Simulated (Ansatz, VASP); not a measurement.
Li2S: VASP beside Ansatz

INCAR

```
SYSTEM = Li2S
PREC = Accurate
ENCUT = 650
EDIFF = 1E-7
ISMEAR = -1
SIGMA = 0.02
LREAL = .False.
LASPH = .True.
NELM = 120
ALGO = Normal
ISIF = 2
LWAVE = .False.
LCHARG = .False.
GGA = PE
IBRION = 2
NSW = 80
EDIFFG = -0.02
GGA_COMPAT = .False.
NELMIN = 4
```

File KPOINTS:

```
regular mesh
0
Gamma
  8 8 8
  0 0 0
```

Contents of POSCAR:

```
Li2S
1.0
    0.0000000000      2.8445000000      2.8445000000
    2.8445000000      0.0000000000      2.8445000000
    2.8445000000      2.8445000000      0.0000000000
Li S
2 1
Direct
    0.2500000000      0.2500000000      0.2500000000
    0.7500000000      0.7500000000      0.7500000000
    0.0000000000      0.0000000000      0.0000000000
```

Input for Ansatz:

```yaml
crystal:
  lattice:
    - [0.0, 2.8445, 2.8445]
    - [2.8445, 0.0, 2.8445]
    - [2.8445, 2.8445, 0.0]
  atoms:
    - { symbol: Li, position: [0.25, 0.25, 0.25] }
    - { symbol: Li, position: [0.75, 0.75, 0.75] }
    - { symbol: S, position: [0.0, 0.0, 0.0] }
kpoints:
  mp_grid: { grid: [8, 8, 8] }
scf:
  occupations: { method: fermi_dirac, width: 0.02 }
hamiltonian:
  xc: pbe
  pseudopotentials: { kind: paw }
output:
  forces: true
  stress: true
  populations: true
  efg:
    quadrupole_moments_barn: { Li: -0.0401, S: -0.0694 }
    contact_densities: true
relax:
  f_tol: 0.02
  max_steps: 60
```

Alike in both runs: task relaxation of the atoms; functional PBE; k mesh 8 × 8 × 8; occupations fermi-dirac, width 0.02 eV; no spin polarisation.

|  | VASP | Ansatz |
| --- | --- | --- |
| version | VASP 6.6.1 | Ansatz 0.2.0 |
| potentials or method | VASP PAW PBE potentials, release 64 (Li_sv, S) | plane-wave PAW, scalar-relativistic |
| plane-wave cutoff (eV) | 650 | 420 |
| valence electrons in the cell | 12 | 12 |

```tsv
	VASP	Ansatz	Ansatz less VASP
gap on the k mesh at the Fermi level, each at its own relaxed structure (eV)	3.39	3.39	+0.002
```

Ansatz's warnings: stress scf threshold loose.

Noted on VASP's run: the relaxation stopped at its first step, so nothing moved.
